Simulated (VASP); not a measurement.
# ZnO (P6_3mc) in VASP: further runs

Runs on ZnO. Level: r2SCAN. Tasks: single point.

Everything below comes from runs of VASP 6.6.1. Logs are shortened: lines on timing, memory, paths and dates and some standing lists are left out, and cuts for length are marked.

### 1 The cell of the first run

It takes space group P6_3mc (No. 186, hexagonal). The conventional cell has a = 3.174 Å, b = 3.174 Å, c = 5.107 Å, α = 90.00°, β = 90.00°, γ = 120.00°. Zn (site symmetry 3m) has 4 O at 1.93 to 1.94 Å within 2.6 Å. Within 2.6 Å of O (site symmetry 3m) lie 4 Zn at 1.93 to 1.94 Å.

### 2 Single point, r2SCAN

Input file POSCAR:

```
ZnO
1.0
    3.1737968068      0.0000000000      0.0000000000
   -1.5868984034      2.7485886612      0.0000000000
    0.0000000000      0.0000000000      5.1068423217
Zn O
2 2
Direct
    0.3333333333      0.6666666667      0.4995716666
    0.6666666667      0.3333333333     -0.0004283334
    0.6666666667      0.3333333333      0.3794383334
    0.3333333333      0.6666666667      0.8794383334
```

Input file INCAR.step1:

```
  ALGO = Normal
  EDIFF = 1E-4
  ENCUT = 520
  GGA = PE
  ISMEAR = 0
  LASPH = T
  LCHARG = F
  LREAL = F
  LWAVE = T
  NBANDS = 26
  NELM = 60
  PREC = Accurate
  SIGMA = 0.01
```

Input file INCAR.step2:

```
  ALGO = Normal
  EDIFF = 1E-6
  ENCUT = 520
  ISIF = 2
  ISMEAR = 0
  ISTART = 1
  LASPH = T
  LCHARG = T
  LELF = T
  LMIXTAU = T
  LREAL = F
  LVHAR = T
  LWAVE = F
  METAGGA = R2SCAN
  NBANDS = 26
  NELM = 60
  PREC = Accurate
  SIGMA = 0.01
```

Input file KPOINTS:

```
k-points
0
Gamma
  8 8 4
```

Potentials or basis: VASP PAW PBE potentials, release 64 (Zn, O).

Started as:

```bash
$ cat potpaw_PBE.64/Zn/POTCAR potpaw_PBE.64/O/POTCAR > POTCAR
$ cp INCAR.step1 INCAR
$ mpirun -np 1 vasp_std > vasp.out
$ cp INCAR.step2 INCAR
$ mpirun -np 1 vasp_std > vasp.out
```

OUTCAR:

```text
EDIFF = 1E-6
   ENCUT = 520
   ISIF = 2
   ISMEAR = 0
   ISTART = 1
   LASPH = T
   LREAL = F
   METAGGA = R2SCAN
   NELM = 60
   PREC = Accurate

 ion  position               nearest neighbor table
   1  0.333  0.667  0.500-   3 1.93   3 1.93   3 1.93   4 1.94
   2  0.667  0.333  1.000-   4 1.93   4 1.93   4 1.93   3 1.94
   3  0.667  0.333  0.379-   1 1.93   1 1.93   1 1.93   2 1.94
   4  0.333  0.667  0.879-   2 1.93   2 1.93   2 1.93   1 1.94

  LATTYP: Found a hexagonal cell.
 ALAT       =     3.1737968068
 C/A-ratio  =     1.6090640430

  Lattice vectors:

 A1 = (   3.1737968068,   0.0000000000,   0.0000000000)
 A2 = (  -1.5868984034,   2.7485886612,   0.0000000000)
 A3 = (   0.0000000000,   0.0000000000,   5.1068423217)

Analysis of symmetry for initial positions (statically):
=====================================================================
 Subroutine PRICEL returns:
 Original cell was already a primitive cell.

 Routine SETGRP: Setting up the symmetry group for a
 hexagonal supercell.

 Subroutine GETGRP returns: Found 12 space group operations
 (whereof  6 operations were pure point group operations)
 out of a pool of 24 trial point group operations.

The static configuration has the point symmetry C_3v.
 The point group associated with its full space group is C_6v.

Analysis of symmetry for dynamics (positions and initial velocities):
=====================================================================
 Subroutine PRICEL returns:
 Original cell was already a primitive cell.

 Routine SETGRP: Setting up the symmetry group for a
 hexagonal supercell.

 Subroutine GETGRP returns: Found 12 space group operations
 (whereof  6 operations were pure point group operations)
 out of a pool of 24 trial point group operations.

The dynamic configuration has the point symmetry C_3v.
 The point group associated with its full space group is C_6v.

 Subroutine INISYM returns: Found 12 space group operations
 (whereof  6 operations are pure point group operations),
 and found     1 'primitive' translations

----------------------------------------------------------------------------------------

                                     Primitive cell

  volume of cell :      44.5493

  direct lattice vectors                    reciprocal lattice vectors
[... 83 lines left out ...]
   ISTART =      1    job   : 0-new  1-cont  2-samecut
   ICHARG =      0    charge: 1-file 2-atom 10-const
   ISPIN  =      1    spin polarized calculation?
   LNONCOLLINEAR =      F non collinear calculations
   LSORBIT =      F    spin-orbit coupling
   LASPH  =      T    aspherical Exc in radial PAW
   ENCUT  =  520.0 eV  38.22 Ry    6.18 a.u.   5.90  5.90  9.50*2*pi/ulx,y,z
   NELM   =     60;   NELMIN=  2; NELMDL=  0     # of ELM steps
   EDIFF  = 0.1E-05   stopping-criterion for ELM
   LREAL  =      F    real-space projection
   EDIFFG = 0.1E-04   stopping-criterion for IOM
   NSW    =      0    number of steps for IOM
   IBRION =     -1    ionic relax: 0-MD 1-quasi-New 2-CG
   NFREE  =      0    steps in history (QN), initial steepest desc. (CG)
   ISIF   =      2    stress and relaxation
   ISYM   =      2    0-nonsym 1-usesym 2-fastsym
   POTIM  = 0.5000    time-step for ionic-motion
   TEBEG  =    0.0;   TEEND  =   0.0 temperature during run
   PSTRESS=    0.0 pullay stress
   NELECT =      36.0000    total number of electrons
   NUPDOWN=      -1.0000    fix difference up-down
   EMIN   =  10.00;   EMAX   =-10.00  energy-range for DOS
   EFERMI =   0.00;   METHOD = LEGACY
   ISMEAR =     0;   SIGMA  =   0.01  broadening in eV -4-tet -1-fermi 0-gaus
   EFERMI_NEDOS =   21; number of points for ismear=-14 and -15
   IALGO  =     38    algorithm
   IMIX   =      4    mixing-type and parameters
     AMIX     =   0.40;   BMIX     =  1.00
     AMIX_MAG =   1.60;   BMIX_MAG =  1.00
  volume/ion in A,a.u.               =      11.14        75.16
  Fermi-wavevector in a.u.,A,eV,Ry     =   1.524855  2.881558 31.636034  2.325183
  Thomas-Fermi vector in A             =   2.633105
   LORBIT       =      0    0 simple, 1 ext, 2 COOP (PROOUT), +10 PAW based schemes
   METAGGA = R2SCAN    functional components
   LHFCALC =     F    Hartree Fock is set to
   AEXX    =    0.0000 exact exchange contribution
   IVDW    =     0    specifies the selected vdW correction
   LEPSILON=     F    determine dielectric tensor
   LRPA    =     F    only Hartree local field effects (RPA)
 non-spin polarized calculation
 Gauss-broadening in eV      SIGMA  =   0.01
  energy-cutoff  :      520.00
  volume of cell :       44.55
 maximum number of plane-waves:      1212
 NGX is ok and might be reduce to    24
   NGX = 11   NGY = 11   NGZ = 19

 number of electron      35.9999975 magnetization

 Free energy of the ion-electron system (eV)
  ---------------------------------------------------
  ext. energy  EPLUGINS =         0.00000000
  ---------------------------------------------------
  free energy    TOTEN  =       -36.21703527 eV

  energy without entropy =      -36.21703527  energy(sigma->0) =      -36.21703527

 E-fermi :   1.5890     XC(G=0): -12.0535

 val. band max:        1.4839774116   @ k =   0.0000   0.0000   0.0000
 cond. band min:       2.8092448930   @ k =   0.0000   0.0000   0.0000
 fundamental gap:      1.3252674814
 Fermi energy:         1.5889975277

 k-point     1 :       0.0000    0.0000    0.0000
  band No.  band energies     occupation
      1     -18.1747      2.00000
      2     -17.3853      2.00000
      3      -4.7645      2.00000
      4      -4.7013      2.00000
      5      -4.7013      2.00000
      6      -4.6308      2.00000
[... 685 lines left out ...]
     25      16.4417      0.00000
     26      16.4417      0.00000

 [... further k-points ...]
[... 5 lines left out ...]
  --------------------------------------------------------------------------------------
  -------------------------------------------------------------------------------------
  Total        3.1479604      3.1479604      3.2153964      0.0000000     -0.0000000     -0.0000000
  in kB      113.2135819    113.2135819    115.6388569      0.0000000     -0.0000000     -0.0000000
  external PRESSURE =     114.0220069 kB  Pullay stress =       0.0000000 kB

 VOLUME and BASIS-vectors are now :
 -----------------------------------------------------------------------------
  energy-cutoff  :      520.00
  volume of cell :       44.55
      direct lattice vectors                 reciprocal lattice vectors
     3.173796807  0.000000000  0.000000000     0.315080032  0.181911541  0.000000000
    -1.586898403  2.748588661  0.000000000     0.000000000  0.363823083  0.000000000
     0.000000000  0.000000000  5.106842322     0.000000000  0.000000000  0.195815719

 POSITION                                       TOTAL-FORCE (eV/Angst)
 -----------------------------------------------------------------------------------
     -0.00000      1.83239      2.55123        -0.000000      0.000000      0.000385
      1.58690      0.91620      5.10465         0.000000      0.000000      0.000385
      1.58690      0.91620      1.93773        -0.000000      0.000000     -0.000385
     -0.00000      1.83239      4.49115        -0.000000      0.000000     -0.000385
 -----------------------------------------------------------------------------------
    total drift:                                0.000001      0.000001     -0.026944

  FREE ENERGIE OF THE ION-ELECTRON SYSTEM (eV)
  ---------------------------------------------------
  free  energy   TOTEN  =       -36.2170352705 eV

  energy  without entropy=      -36.2170352705  energy(sigma->0) =      -36.21703527
```

OSZICAR.step1:

```text
N       E                     dE             d eps       ncg     rms          rms(c)
DAV:   1     0.304431689015E+03    0.30443E+03   -0.18261E+04  1576   0.208E+03
DAV:   2     0.117743337636E+02   -0.29266E+03   -0.27432E+03  1624   0.423E+02
DAV:   3    -0.202435048224E+02   -0.32018E+02   -0.31585E+02  1704   0.142E+02
DAV:   4    -0.208605913947E+02   -0.61709E+00   -0.61586E+00  1760   0.202E+01
DAV:   5    -0.208635581986E+02   -0.29668E-02   -0.29666E-02  1696   0.144E+00    0.163E+01
DAV:   6    -0.174127089552E+02    0.34508E+01   -0.63340E+00  2360   0.598E+01    0.102E+01
DAV:   7    -0.176367774647E+02   -0.22407E+00   -0.30061E+00  1592   0.166E+01    0.600E+00
DAV:   8    -0.176485527111E+02   -0.11775E-01   -0.46329E-01  2314   0.786E+00    0.163E+00
DAV:   9    -0.175974308108E+02    0.51122E-01   -0.10623E-01  2330   0.675E+00    0.279E-01
DAV:  10    -0.176003424029E+02   -0.29116E-02   -0.37443E-02  1586   0.133E+00    0.144E-01
DAV:  11    -0.176003354919E+02    0.69110E-05   -0.49249E-04  1654   0.206E-01
   1 F= -.17600335E+02 E0= -.17600335E+02  d E =-.110155E-33
```

It took 88 s on 1 thread of Intel Xeon Platinum 8559C (Emerald Rapids), shared host; peak memory 0.17 GiB.

Results:

```yaml
Free_energy: -36.2170 eV
Pressure: 11.4 GPa
Band_gap_on_the_k_mesh: 1.33 eV, direct
```

Stress tensor (GPa, compression positive):
```
11.32  0.00  0.00
 0.00 11.32  0.00
 0.00  0.00 11.56
```

Levels at points of the mesh, in eV from the valence-band top:
```
           k point  band 14  band 15  band 16  band 17  band 18  band 19  band 20  band 21  band 22  band 23
(0.00, 0.00, 0.00)    -0.89    -0.89    -0.12     0.00     0.00     1.33     6.10     9.05    14.02    14.02
(0.50, 0.00, 0.00)    -3.81    -3.05    -2.54    -1.40    -0.95     6.69     7.44     8.16     9.72    11.73
(0.00, 0.00, 0.50)    -2.29    -0.44    -0.44    -0.44    -0.44     4.08     4.08    11.08    11.08    14.33
(0.50, 0.00, 0.50)    -3.91    -1.69    -1.69    -1.52    -1.52     6.35     6.35     9.54     9.54    12.26
```

Caveat: the PAW data sets were made with another functional, which shifts forces and pressure a little. r2SCAN opens gaps a little over a GGA but as a rule still falls short of measured ones.

### 3 Single point, r2SCAN

This run uses another cell than the first one, of 11.32 Å³/atom, 1.016 times its volume.

Input file POSCAR:

```
ZnO
1.0
    3.1903849622      0.0000000000      0.0000000000
   -1.5951924811      2.7629544251      0.0000000000
    0.0000000000      0.0000000000      5.1358318805
Zn O
2 2
Direct
    0.3333333333      0.6666666667      0.4996102197
    0.6666666667      0.3333333333     -0.0003897803
    0.6666666667      0.3333333333      0.3793997803
    0.3333333333      0.6666666667      0.8793997803
```

Input file INCAR.step1:

```
PREC = Accurate
ENCUT = 520
ISMEAR = 0
SIGMA = 0.01
LREAL = F
LASPH = T
NELM = 80
NBANDS = 26
GGA = PE
ALGO = Normal
EDIFF = 1E-4
LWAVE = T
LCHARG = F
```

Input file INCAR.step2:

```
PREC = Accurate
ENCUT = 520
EDIFF = 1E-7
ISMEAR = 0
SIGMA = 0.01
LREAL = F
LASPH = T
NELM = 80
ALGO = Normal
ISIF = 2
LWAVE = F
LCHARG = T
METAGGA = R2SCAN
LMIXTAU = T
LELF = T
LVHAR = T
NBANDS = 26
ISTART = 1
```

Input file KPOINTS:

```
Automatic mesh
0
Gamma
  8 8 4
```

Potentials or basis: VASP PAW PBE potentials, release 64 (Zn, O).

Started as:

```bash
$ cat potpaw_PBE.64/Zn/POTCAR potpaw_PBE.64/O/POTCAR > POTCAR
$ cp INCAR.step1 INCAR
$ mpirun -np 1 vasp_std > vasp.out
$ cp INCAR.step2 INCAR
$ mpirun -np 1 vasp_std > vasp.out
```

Run time: 76 s. Hardware: 1 thread of Intel Xeon Platinum 8559C (Emerald Rapids), shared host; peak memory 0.18 GiB.

Results (log left out):

```yaml
Free_energy: -36.2614 eV
Pressure: 8.3 GPa
Largest_force: 0.003 eV/Å
Band_gap_on_the_k_mesh: 1.30 eV, direct
```

Forces in eV/Å, atoms in the order of the input:
```
Zn   0.000  0.000  0.003
Zn   0.000  0.000  0.003
O    0.000  0.000 -0.003
O    0.000  0.000 -0.003
```

Stress tensor (GPa, compression positive):
```
8.21 0.00 0.00
0.00 8.21 0.00
0.00 0.00 8.39
```

Levels at points of the mesh, in eV from the valence-band top:
| k point | band 14 | band 15 | band 16 | band 17 | band 18 | band 19 | band 20 | band 21 | band 22 | band 23 |
| --- | --- | --- | --- | --- | --- | --- | --- | --- | --- | --- |
| (0.00, 0.00, 0.00) | -0.87 | -0.87 | -0.11 | 0.00 | 0.00 | 1.30 | 6.04 | 8.99 | 13.95 | 13.95 |
| (0.50, 0.00, 0.00) | -3.75 | -3.00 | -2.48 | -1.38 | -0.93 | 6.62 | 7.42 | 8.14 | 9.61 | 11.63 |
| (0.00, 0.00, 0.50) | -2.28 | -0.43 | -0.43 | -0.43 | -0.43 | 4.04 | 4.04 | 11.01 | 11.01 | 14.25 |
| (0.50, 0.00, 0.50) | -3.88 | -1.65 | -1.65 | -1.49 | -1.49 | 6.32 | 6.32 | 9.44 | 9.44 | 12.19 |

Caveat: the PAW data sets were made with another functional, which shifts forces and pressure a little. r2SCAN opens gaps a little over a GGA but as a rule still falls short of measured ones.

[end of part 1 of 3]
